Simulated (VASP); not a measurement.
The system is CeO2.

```xyz
3
Lattice="0.0000 2.6671 2.6671 2.6671 0.0000 2.6671 2.6671 2.6671 0.0000" Properties=species:S:1:pos:R:3 pbc="T T T"
Ce    0.0000    0.0000    0.0000
O     4.0007    4.0007    4.0007
O     1.3336    1.3336    1.3336
```

Base run:

| Item | Value |
| --- | --- |
| Program | VASP 6.6.1 |
| Functional | PBEsol |
| Potentials or basis | VASP PAW PBE potentials, release 64 (Ce, O) |
| Cutoff | 520 eV |
| k mesh | 9 × 9 × 9 |
| Occupations | fermi-dirac, width 0.05 eV |
| Spin | collinear spin, ferromagnetic start |
| Starting moments | [1.0, 0.0, 0.0] μB |

Its results: band gap on the k mesh 2.14 eV (least direct gap 2.21 eV); pressure 7.5 GPa; net moment 0.00 μB per cell.

Problem. The run is repeated on the same cell with these changes: functional from PBEsol to LDA; potentials or basis from VASP PAW PBE potentials, release 64 (Ce, O) to VASP PAW LDA potentials, release 64 (Ce, O). What comes out?

Solution. Band gap on the k mesh 2.05 eV (least direct gap 2.12 eV); pressure 3.3 GPa; net moment 0.00 μB per cell.

Caveats: the magnetic or orbital state may not be the lowest; the cell stands under pressure; the moments typed at the start vanished in this run; spin-orbit coupling is left out, which moves the levels of the heavy elements; an odd mesh through Γ misses points on the zone boundary, where band edges can lie; the PAW data sets were made with another functional, which shifts forces and pressure a little (at least some runs).
